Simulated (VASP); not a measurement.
Wanted: the native input for a VASP 6.6.1 run.

- Task: single point
- Functional: LDA
- Potentials or basis: VASP PAW LDA potentials, release 64 (Ba_sv, Re_sv_GW)
- Cutoff: 560 eV
- k mesh: 8 × 8 × 8
- Occupations: gaussian, width 0.05 eV
- Spin: no spin polarisation
- Dipole correction: no
- Further INCAR settings: ALGO = Normal; EDIFF = 1e-06; NBANDS = 20

The structure of BaRe lies in POSCAR:

```
BaRe
1.0
    3.7233438108      0.0000000000      0.0000000000
    0.0000000000      3.7233438108      0.0000000000
    0.0000000000      0.0000000000      3.7233438108
Ba Re
1 1
Direct
    0.0000000000      0.0000000000      0.0000000000
    0.5000000000      0.5000000000      0.5000000000
```

One way to write it, as run:

INCAR

```
PREC = Accurate
ENCUT = 560
EDIFF = 1E-6
ISMEAR = 0
SIGMA = 0.05
LREAL = False
LASPH = True
NELM = 120
ALGO = Normal
ISIF = 2
LWAVE = False
LCHARG = True
GGA = CA
LELF = True
LVHAR = True
NBANDS = 20
GGA_COMPAT = False
```

KPOINTS

```
Automatic mesh
0
Gamma
  8 8 8
```

Potentials or basis: VASP PAW LDA potentials, release 64 (Ba_sv, Re_sv_GW).

Run with:

```sh
$ cat potpaw_LDA.64/Ba_sv/POTCAR potpaw_LDA.64/Re_sv_GW/POTCAR > POTCAR
$ mpirun -np 1 vasp_std > vasp.out
```

Results of the run:

The pressure is -4.5 GPa and the band gap on the k mesh is zero (an odd number of electrons rules out a gap without spin polarisation).

Caveat: the cell stands under tension; spin-orbit coupling is left out, which moves the levels of the heavy elements.

It took 45 s on 1 thread of Intel(R) Xeon(R) Platinum 8375C CPU @ 2.90GHz (Ice Lake) (shared host), peak memory 0.18 GiB.
